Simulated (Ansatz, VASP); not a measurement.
# One calculation of ZrIn2Se3, two programs

Contents of INCAR:

```
SYSTEM = ZrIn2Se3
PREC     = Accurate       ! precision mode
ENCUT    = 600            ! plane-wave cutoff, eV
EDIFF    = 1E-7           ! SCF threshold, eV
ISMEAR   = 0              ! smearing method
SIGMA    = 0.1            ! smearing width, eV
LREAL    = .FALSE.        ! projectors in reciprocal space
LASPH    = .TRUE.         ! aspherical terms in the spheres
NELM     = 100            ! most SCF steps
ALGO     = Normal         ! electronic algorithm
ISIF     = 3              ! what is computed and relaxed
LWAVE    = .FALSE.        ! write WAVECAR
LCHARG   = .FALSE.        ! write CHGCAR
GGA      = PE             ! functional
IBRION   = 2              ! ionic algorithm
NSW      = 90             ! ionic steps
EDIFFG   = -0.04          ! ionic threshold
```

The input KPOINTS:

```
Automatic mesh
0
G
  6 6 2
  0 0 0
```

Contents of POSCAR:

```
ZrIn2Se3
1.0
    3.5186160460      0.0000000000      0.0000000000
    0.0000000000      3.5186160460      0.0000000000
    0.0000000000      0.0000000000     11.3832723651
Zr In Se
1 2 3
Direct
    0.5000000000      0.5000000000      0.5000000000
    0.5000000000      0.5000000000      0.8361208369
    0.5000000000      0.5000000000      0.1638791631
    0.0000000000      0.0000000000      0.0000000000
    0.0000000000      0.0000000000      0.6337623764
    0.0000000000      0.0000000000      0.3662376236
```

Input for Ansatz:

```yaml
crystal:
  lattice:
    - [3.518616046, 0.0, 0.0]
    - [0.0, 3.518616046, 0.0]
    - [0.0, 0.0, 11.3832723651]
  atoms:
    - { symbol: Zr, position: [0.5, 0.5, 0.5] }
    - { symbol: In, position: [0.5, 0.5, 0.8361208369] }
    - { symbol: In, position: [0.5, 0.5, 0.1638791631] }
    - { symbol: Se, position: [0.0, 0.0, 0.0] }
    - { symbol: Se, position: [0.0, 0.0, 0.6337623764] }
    - { symbol: Se, position: [0.0, 0.0, 0.3662376236] }
basis:
  ecutwfc: 420
kpoints:
  mp_grid: { grid: [6, 6, 2] }
hamiltonian:
  xc: pbe
scf:
  occupations: { method: gaussian, width: 0.1 }
  lower_state_search: "off"
output:
  forces: true
  stress: true
  eigenvalues: true
relax:
  adjacent_minimum: "off"
  f_tol: 0.04
  max_steps: 70
  cell: { stress_tol: 0.4 }
```

Change from the starting cell: species swapped into the MgSc3Ru2 type (P4/mmm, No. 123).

Alike in both runs: task relaxation of cell and atoms; functional PBE; k mesh 6 × 6 × 2; occupations gaussian, width 0.1 eV; no spin polarisation.

|  | VASP | Ansatz |
| --- | --- | --- |
| version | VASP 6.6.1 | Ansatz 0.2.0 |
| potentials or method | VASP PAW PBE potentials, release 64 (Zr_sv, In_d, Se), cutoff 600 eV | scalar-relativistic, plane waves, PAW |
| valence electrons in the cell | 56 | 86 |

Ansatz gave:

* gap on the k mesh at the Fermi level, each at its own relaxed structure (eV): none
* relaxed volume (Å³/atom): 23.26
* relaxed cell length with the largest relative difference (Å): 11.305

**Question.** Estimate VASP's values.

**Answer.** gap on the k mesh at the Fermi level, each at its own relaxed structure (eV): none; relaxed volume (Å³/atom): 23.27; relaxed cell length with the largest relative difference (Å): 11.283.

A gap of «none» marks a metal or a gap that the smearing closes. VASP's potentials hold 56 valence electrons a cell and Ansatz's 86, so a difference there can come from the potentials and not from the codes.
